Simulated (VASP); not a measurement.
# SiNi (WC type) (P-6m2) in VASP: notebook

SiNi (WC type) is run at these levels: PBE; tasks: single point.

All numbers are computed with VASP 6.6.1; they aren't measurements. Logs are shortened: lines on timing, memory, paths and dates and some standing lists are left out, and cuts for length are marked.

### 1 The cell of the first run

It takes space group P-6m2 (No. 187, hexagonal). Conventional cell: a = 3.487 Å, b = 3.487 Å, c = 2.487 Å, α = 90.00°, β = 90.00°, γ = 120.00°. Within 3.1 Å of Ni (site symmetry -6m2) lie 6 Si at 2.37 Å and 2 Ni at 2.49 Å. Within 3.1 Å of Si (site symmetry -6m2) lie 6 Ni at 2.37 Å and 2 Si at 2.49 Å.

### 2 Single point, PBE (13.09 Å³/atom)

File INCAR:

```
PREC = Accurate
ENCUT = 690
EDIFF = 1E-6
ISMEAR = -1
SIGMA = 0.1
LREAL = F
LASPH = T
NELM = 120
ALGO = Normal
ISIF = 2
LWAVE = F
LCHARG = F
GGA = PE
NBANDS = 18
GGA_COMPAT = F
```

File KPOINTS:

```
regular mesh
0
Gamma
  14 14 13
```

File POSCAR:

```
SiNi
1.0
    3.4865879049      0.0000000000      0.0000000000
   -1.7432939524      3.0194736982      0.0000000000
    0.0000000000      0.0000000000      2.4874526859
Ni Si
1 1
Direct
    0.0000000000      0.0000000000      0.0000000000
    0.3333333333      0.6666666667      0.5000000000
```

Potentials or basis: VASP PAW PBE potentials, release 64 (Ni_sv_GW, Si).

Started as:

```bash
cat potpaw_PBE.64/Ni_sv_GW/POTCAR potpaw_PBE.64/Si/POTCAR > POTCAR
mpirun -np 1 vasp_std > vasp.out
```

OUTCAR:

```text
PREC = Accurate
   ENCUT = 690
   EDIFF = 1E-6
   ISMEAR = -1
   LREAL = F
   LASPH = T
   NELM = 120
   ISIF = 2
   GGA = PE

 ion  position               nearest neighbor table
   1  0.000  0.000  0.000-   2 2.37   2 2.37   2 2.37   2 2.37   2 2.37   2 2.37
   2  0.333  0.667  0.500-   1 2.37   1 2.37   1 2.37   1 2.37   1 2.37   1 2.37

  LATTYP: Found a hexagonal cell.
 ALAT       =     3.4865879049
 C/A-ratio  =     0.7134346684

  Lattice vectors:

 A1 = (   3.4865879049,   0.0000000000,   0.0000000000)
 A2 = (  -1.7432939524,   3.0194736982,   0.0000000000)
 A3 = (   0.0000000000,   0.0000000000,   2.4874526859)

Analysis of symmetry for initial positions (statically):
=====================================================================
 Subroutine PRICEL returns:
 Original cell was already a primitive cell.

 Routine SETGRP: Setting up the symmetry group for a
 hexagonal supercell.

 Subroutine GETGRP returns: Found 12 space group operations
 (whereof 12 operations were pure point group operations)
 out of a pool of 24 trial point group operations.

The static configuration has the point symmetry D_3h.

Analysis of symmetry for dynamics (positions and initial velocities):
=====================================================================
 Subroutine PRICEL returns:
 Original cell was already a primitive cell.

 Routine SETGRP: Setting up the symmetry group for a
 hexagonal supercell.

 Subroutine GETGRP returns: Found 12 space group operations
 (whereof 12 operations were pure point group operations)
 out of a pool of 24 trial point group operations.

The dynamic configuration has the point symmetry D_3h.

 Subroutine INISYM returns: Found 12 space group operations
 (whereof 12 operations are pure point group operations),
 and found     1 'primitive' translations

----------------------------------------------------------------------------------------

                                     Primitive cell

  volume of cell :      26.1871

  direct lattice vectors                    reciprocal lattice vectors
     3.486587905  0.000000000  0.000000000     0.286813362  0.165591772  0.000000000
    -1.743293952  3.019473698  0.000000000     0.000000000  0.331183544  0.000000000
     0.000000000  0.000000000  2.487452686     0.000000000  0.000000000  0.402017697

  length of vectors
     3.486587905  3.486587905  2.487452686     0.331183544  0.331183544  0.402017697

  position of ions in fractional coordinates (direct lattice)
     0.000000000  0.000000000  0.000000000
     0.333333333  0.666666667  0.500000000

  ion indices of the primitive-cell ions
   primitive index   ion index
                 1           1
                 2           2

----------------------------------------------------------------------------------------

 KPOINTS: regular mesh

Automatic generation of k-mesh.
 Grid dimensions read from file:
 generate k-points for:   14   14   13

 Generating k-lattice:

  Cartesian coordinates                     Fractional coordinates (reciprocal lattice)
     0.020486669  0.011827984  0.000000000     0.071428571  0.000000000  0.000000000
     0.000000000  0.023655967  0.000000000     0.000000000  0.071428571  0.000000000
     0.000000000  0.000000000  0.030924438     0.000000000  0.000000000  0.076923077

  Length of vectors
     0.023655967  0.023655967  0.030924438

  Shift w.r.t. Gamma in fractional coordinates (k-lattice)
     0.000000000  0.000000000  0.000000000

 Subroutine IBZKPT returns following result:
 ===========================================

 Found    168 irreducible k-points:

 Following reciprocal coordinates:
            Coordinates               Weight
  0.000000  0.000000  0.000000      1.000000
  0.071429 -0.000000  0.000000      6.000000
  0.142857 -0.000000  0.000000      6.000000
  0.214286  0.000000  0.000000      6.000000
  0.285714  0.000000  0.000000      6.000000
  0.357143 -0.000000  0.000000      6.000000
[... 16 lines left out ...]
  0.285714  0.285714  0.000000      6.000000
  0.357143  0.285714  0.000000      6.000000
 [... further k-points ...]
   k-points           NKPTS =    168   k-points in BZ     NKDIM =    168   number of bands    NBANDS=     18
   number of dos      NEDOS =    301   number of ions     NIONS =      2
   total plane-waves  NPLWV =  21600
   dimension x,y,z NGX =    30 NGY =   30 NGZ =   24
   dimension x,y,z NGXF=    60 NGYF=   60 NGZF=   48
   ions per type =               1   1
   NGX,Y,Z   is equivalent  to a cutoff of  14.30, 14.30, 16.04 a.u.
   NGXF,Y,Z  is equivalent  to a cutoff of  28.61, 28.61, 32.08 a.u.
 SYSTEM =  unknown system
   PREC   = accura    normal or accurate (medium, high low for compatibility)
   ISTART =      0    job   : 0-new  1-cont  2-samecut
   ICHARG =      2    charge: 1-file 2-atom 10-const
   ISPIN  =      1    spin polarized calculation?
   LNONCOLLINEAR =      F non collinear calculations
   LSORBIT =      F    spin-orbit coupling
   LASPH  =      T    aspherical Exc in radial PAW
   ENCUT  =  690.0 eV  50.71 Ry    7.12 a.u.   7.47  7.47  5.33*2*pi/ulx,y,z
   NELM   =    120;   NELMIN=  2; NELMDL= -5     # of ELM steps
   EDIFF  = 0.1E-05   stopping-criterion for ELM
   LREAL  =      F    real-space projection
   EDIFFG = 0.1E-04   stopping-criterion for IOM
   NSW    =      0    number of steps for IOM
   IBRION =     -1    ionic relax: 0-MD 1-quasi-New 2-CG
   NFREE  =      0    steps in history (QN), initial steepest desc. (CG)
   ISIF   =      2    stress and relaxation
   ISYM   =      2    0-nonsym 1-usesym 2-fastsym
   POTIM  = 0.5000    time-step for ionic-motion
   TEBEG  =    0.0;   TEEND  =   0.0 temperature during run
   PSTRESS=    0.0 pullay stress
   NELECT =      22.0000    total number of electrons
   NUPDOWN=      -1.0000    fix difference up-down
   EMIN   =  10.00;   EMAX   =-10.00  energy-range for DOS
   EFERMI =   0.00;   METHOD = LEGACY
   ISMEAR =    -1;   SIGMA  =   0.10  broadening in eV -4-tet -1-fermi 0-gaus
   EFERMI_NEDOS =   21; number of points for ismear=-14 and -15
   IALGO  =     38    algorithm
   IMIX   =      4    mixing-type and parameters
     AMIX     =   0.40;   BMIX     =  1.00
     AMIX_MAG =   1.60;   BMIX_MAG =  1.00
  volume/ion in A,a.u.               =      13.09        88.36
  Fermi-wavevector in a.u.,A,eV,Ry     =   1.544733  2.919123 32.466233  2.386201
  Thomas-Fermi vector in A             =   2.650212
   LORBIT       =      0    0 simple, 1 ext, 2 COOP (PROOUT), +10 PAW based schemes
   GGA     = PE    functional components
   LHFCALC =     F    Hartree Fock is set to
   AEXX    =    0.0000 exact exchange contribution
   IVDW    =     0    specifies the selected vdW correction
   LEPSILON=     F    determine dielectric tensor
   LRPA    =     F    only Hartree local field effects (RPA)
 non-spin polarized calculation
  energy-cutoff  :      690.00
  volume of cell :       26.19
 maximum number of plane-waves:      1103
 NGX is ok and might be reduce to    30
   NGX = 15   NGY = 15   NGZ = 11

 number of electron      22.0000003 magnetization

 Free energy of the ion-electron system (eV)
  ---------------------------------------------------
  ext. energy  EPLUGINS =         0.00000000
  ---------------------------------------------------
  free energy    TOTEN  =       -12.62263307 eV

  energy without entropy =      -12.59060884  energy(sigma->0) =      -12.60662096

 E-fermi :   8.5140     XC(G=0): -11.9706

 val. band max:        8.5105612758   @ k =   0.2857   0.1429   0.1538
 cond. band min:       8.5587431638   @ k =   0.2143   0.0714   0.3846
 fundamental gap:      0.0481818880
 Fermi energy:         8.5140136562

 k-point     1 :       0.0000    0.0000    0.0000
  band No.  band energies     occupation
      1     -95.1092      2.00000
      2     -55.5192      2.00000
      3     -55.4771      2.00000
      4     -55.4771      2.00000
      5      -3.9399      2.00000
      6       4.8180      2.00000
[... 10 lines left out ...]
     17      20.1502      0.00000
     18      22.4798      0.00000

 k-point     2 :       0.0714   -0.0000    0.0000
  band No.  band energies     occupation
      1     -95.1091      2.00000
      2     -55.5192      2.00000
      3     -55.4772      2.00000
      4     -55.4771      2.00000
      5      -3.8663      2.00000
      6       4.6650      2.00000
[... 10 lines left out ...]
     17      20.6101      0.00000
     18      22.5437      0.00000

 k-point     3 :       0.1429   -0.0000    0.0000
  band No.  band energies     occupation
      1     -95.1093      2.00000
      2     -55.5193      2.00000
      3     -55.4777      2.00000
      4     -55.4773      2.00000
      5      -3.6484      2.00000
      6       4.3465      2.00000
[... 10 lines left out ...]
     17      21.7518      0.00000
     18      22.8333      0.00000

 k-point     4 :       0.2143    0.0000    0.0000
  band No.  band energies     occupation
      1     -95.1093      2.00000
      2     -55.5192      2.00000
      3     -55.4784      2.00000
      4     -55.4774      2.00000
      5      -3.2961      2.00000
      6       3.8792      2.00000
[... 10 lines left out ...]
     17      22.6021      0.00000
     18      24.0802      0.00000

 k-point     5 :       0.2857    0.0000    0.0000
  band No.  band energies     occupation
      1     -95.1092      2.00000
      2     -55.5191      2.00000
      3     -55.4791      2.00000
      4     -55.4776      2.00000
      5      -2.8308      2.00000
      6       3.2661      2.00000
[... 10 lines left out ...]
     17      23.0903      0.00000
     18      26.0721      0.00000

 k-point     6 :       0.3571   -0.0000    0.0000
  band No.  band energies     occupation
      1     -95.1092      2.00000
      2     -55.5192      2.00000
      3     -55.4796      2.00000
      4     -55.4778      2.00000
      5      -2.2990      2.00000
      6       2.5646      2.00000
[... 10 lines left out ...]
     17      23.7156      0.00000
     18      25.1787      0.00000

 k-point     7 :       0.4286    0.0000    0.0000
  band No.  band energies     occupation
      1     -95.1091      2.00000
      2     -55.5191      2.00000
      3     -55.4800      2.00000
      4     -55.4778      2.00000
      5      -1.8090      2.00000
      6       1.9346      2.00000
[... 10 lines left out ...]
     17      24.5031      0.00000
     18      24.5917      0.00000

 k-point     8 :       0.5000   -0.0000    0.0000
  band No.  band energies     occupation
      1     -95.1090      2.00000
      2     -55.5191      2.00000
      3     -55.4801      2.00000
      4     -55.4779      2.00000
      5      -1.5872      2.00000
      6       1.6587      2.00000
[... 10 lines left out ...]
     17      24.3418      0.00000
     18      25.4172      0.00000
[... 229 lines left out ...]
     17      24.4823      0.00000
     18      25.2185      0.00000

 k-point    20 :       0.2143    0.2143    0.0000
  band No.  band energies     occupation
      1     -95.1093      2.00000
      2     -55.5192      2.00000
      3     -55.4796      2.00000
      4     -55.4782      2.00000
      5      -2.1746      2.00000
      6       2.7710      2.00000
[... 10 lines left out ...]
     17      24.7216      0.00000
     18      25.3966      0.00000

 k-point    21 :       0.2857    0.2143    0.0000
  band No.  band energies     occupation
      1     -95.1093      2.00000
      2     -55.5193      2.00000
      3     -55.4797      2.00000
      4     -55.4785      2.00000
      5      -1.7044      2.00000
      6       2.3616      2.00000
[... 10 lines left out ...]
     17      25.1402      0.00000
     18      25.7798      0.00000

 k-point    22 :       0.3571    0.2143    0.0000
  band No.  band energies     occupation
      1     -95.1092      2.00000
      2     -55.5192      2.00000
      3     -55.4797      2.00000
      4     -55.4786      2.00000
      5      -1.3760      2.00000
      6       2.0638      2.00000
[... 10 lines left out ...]
     17      24.6108      0.00000
     18      24.7770      0.00000

 k-point    23 :       0.2857    0.2857    0.0000
  band No.  band energies     occupation
      1     -95.1092      2.00000
      2     -55.5193      2.00000
      3     -55.4796      2.00000
      4     -55.4788      2.00000
      5      -1.3519      2.00000
      6       2.2254      2.00000
[... 10 lines left out ...]
     17      24.6497      0.00000
     18      24.7305      0.00000

 k-point    24 :       0.3571    0.2857    0.0000
  band No.  band energies     occupation
      1     -95.1091      2.00000
      2     -55.5192      2.00000
      3     -55.4795      2.00000
      4     -55.4789      2.00000
      5      -1.2089      2.00000
      6       2.1864      2.00000
[... 10 lines left out ...]
     17      24.3252      0.00000
     18      24.6790      0.00000

 [... further k-points ...]

------------------------ aborting loop because EDIFF is reached ----------------------------------------

  FORCE on cell =-STRESS in cart. coord.  units (eV):
  Direction    XX          YY          ZZ          XY          YZ          ZX
  --------------------------------------------------------------------------------------
  -------------------------------------------------------------------------------------
  Total       -0.1140378     -0.1140378     -0.1171415     -0.0000000      0.0000000     -0.0000000
  in kB       -6.9770664     -6.9770664     -7.1669525     -0.0000000      0.0000000     -0.0000000
  external PRESSURE =      -7.0403618 kB  Pullay stress =       0.0000000 kB

 VOLUME and BASIS-vectors are now :
 -----------------------------------------------------------------------------
  energy-cutoff  :      690.00
  volume of cell :       26.19
      direct lattice vectors                 reciprocal lattice vectors
     3.486587905  0.000000000  0.000000000     0.286813362  0.165591772  0.000000000
    -1.743293952  3.019473698  0.000000000     0.000000000  0.331183544  0.000000000
     0.000000000  0.000000000  2.487452686     0.000000000  0.000000000  0.402017697

 POSITION                                       TOTAL-FORCE (eV/Angst)
 -----------------------------------------------------------------------------------
      0.00000      0.00000      0.00000        -0.000000      0.000000      0.000000
     -0.00000      2.01298      1.24373         0.000000     -0.000000      0.000000
 -----------------------------------------------------------------------------------
    total drift:                                0.000000     -0.000000      0.000000

  FREE ENERGIE OF THE ION-ELECTRON SYSTEM (eV)
  ---------------------------------------------------
  free  energy   TOTEN  =       -12.6226330701 eV

  energy  without entropy=      -12.5906088400  energy(sigma->0) =      -12.60662096
```

It took 57 s on 1 thread of Intel Xeon 6975P-C (Granite Rapids), shared host; peak memory 0.28 GiB.

What came out:

| Item | Value |
| --- | --- |
| Free energy | -12.6226 eV |
| Pressure | -0.7 GPa |
| Band gap on the k mesh | zero (bands 11 and 12 overlap by 4.75 eV) |

Levels at points of the mesh, in eV from the Fermi level:
```csv
k point,band 7,band 8,band 9,band 10,band 11,band 12,band 13,band 14,band 15,band 16
"(0.00, 0.00, 0.00)",-3.58,-3.58,-1.57,-1.57,2.64,2.64,4.87,6.27,6.27,9.13
"(0.50, 0.00, 0.00)",-3.56,-2.57,-1.99,-1.77,-1.62,-0.72,4.46,11.30,11.68,13.75
```

Spin polarisation is off, so any magnetic state and its effect on volume and gap are missing.

### 3 Single point, PBE (8.38 Å³/atom)

This run uses another cell than the first one, of 8.38 Å³/atom.

File INCAR:

```
SYSTEM = SiNi
PREC     = Accurate       ! precision mode
ENCUT    = 690            ! plane-wave cutoff, eV
EDIFF    = 1E-6           ! SCF threshold, eV
ISMEAR   = -1             ! smearing method
SIGMA    = 0.1            ! smearing width, eV
LREAL    = .FALSE.        ! projectors in reciprocal space
LASPH    = .TRUE.         ! aspherical terms in the spheres
NELM     = 120            ! most SCF steps
ALGO     = Normal         ! electronic algorithm
ISIF     = 2              ! what is computed and relaxed
LWAVE    = .FALSE.        ! write WAVECAR
LCHARG   = .FALSE.        ! write CHGCAR
GGA      = PE             ! functional
NBANDS   = 18             ! bands
GGA_COMPAT= .FALSE.
```

File KPOINTS:

```
Automatic mesh
0
G
  14 14 13
  0 0 0
```

File POSCAR:

```
SiNi
1.0
    2.3711075784      0.0000000000      0.0000000000
   -1.1855537892      2.0534393980      0.0000000000
    0.0000000000      0.0000000000      3.4421795808
Ni Si
1 1
Direct
    0.0000000000      0.0000000000      0.0000000000
    0.3333333333      0.6666666667      0.5000000000
```

Potentials or basis: VASP PAW PBE potentials, release 64 (Ni_sv_GW, Si).

Started as:

```bash
cat potpaw_PBE.64/Ni_sv_GW/POTCAR potpaw_PBE.64/Si/POTCAR > POTCAR
mpirun -np 1 vasp_std > vasp.out
```

Run time: 48 s. Hardware: 1 thread of Intel Xeon Platinum 8559C (Emerald Rapids), shared host; peak memory 0.22 GiB.

It converged, with:

```
Free energy            : -10.6170 eV
Pressure               : 119.0 GPa
Band gap on the k mesh : zero (bands 11 and 12 overlap by 1.08 eV)
```

Stress tensor (GPa, compression positive):
```
118.81   0.00   0.00
  0.00 118.81   0.00
  0.00   0.00 119.33
```

Levels at points of the mesh, in eV from the Fermi level:
```tsv
k point	band 8	band 9	band 10	band 11	band 12	band 13	band 14	band 15
(0.00, 0.00, 0.00)	-3.76	-3.76	-2.78	-2.78	1.80	12.89	12.89	15.07
(0.50, 0.00, 0.00)	-6.00	-3.40	-1.39	-0.40	2.50	4.71	6.42	7.34
```

Caveat: the cell stands under pressure.

### 4 Single point, PBE

This run uses another cell than the first one, of 8.38 Å³/atom.

File INCAR:

```
SYSTEM = SiNi
ALGO = Normal
EDIFF = 1E-6
ENCUT = 690
GGA = PE
GGA_COMPAT = .FALSE.
ISIF = 2
ISMEAR = -1
LASPH = .TRUE.
LCHARG = .FALSE.
LREAL = .FALSE.
LWAVE = .FALSE.
NBANDS = 18
NELM = 120
PREC = Accurate
SIGMA = 0.1
```

File KPOINTS:

```
k-points
0
G
  14 14 13
  0 0 0
```

Edit POSCAR of step 3 so:

```diff
@@ -2,3 +2,3 @@
 1.0
-    2.3711075784      0.0000000000      0.0000000000
+    2.3711075783      0.0000000000      0.0000000000
    -1.1855537892      2.0534393980      0.0000000000
```

Started as:

```bash
cat potpaw_PBE.64/Ni_sv_GW/POTCAR potpaw_PBE.64/Si/POTCAR > POTCAR
mpirun -np 1 vasp_std > vasp.out
```

Wall time 47 s (1 thread of Intel Xeon Platinum 8559C (Emerald Rapids), shared host); peak memory 0.22 GiB.

The run converged. Its results:

```yaml
Free_energy: -10.6170 eV
Pressure: 119.0 GPa
Band_gap_on_the_k_mesh: zero (bands 11 and 12 overlap by 1.08 eV)
```

Stress tensor (GPa, compression positive):
```
118.81   0.00   0.00
  0.00 118.81   0.00
  0.00   0.00 119.33
```

Levels at points of the mesh, in eV from the Fermi level:
```
           k point  band 7  band 8  band 9  band 10  band 11  band 12  band 13  band 14  band 15  band 16
(0.00, 0.00, 0.00)   -5.81   -3.76   -3.76    -2.78    -2.78     1.80    12.89    12.89    15.07    15.07
(0.50, 0.00, 0.00)   -6.72   -6.00   -3.40    -1.39    -0.40     2.50     4.71     6.42     7.34    10.32
```

Caveat: the cell stands under pressure.

The gap in the log of VASP goes by the Fermi energy; the results here count the filled bands.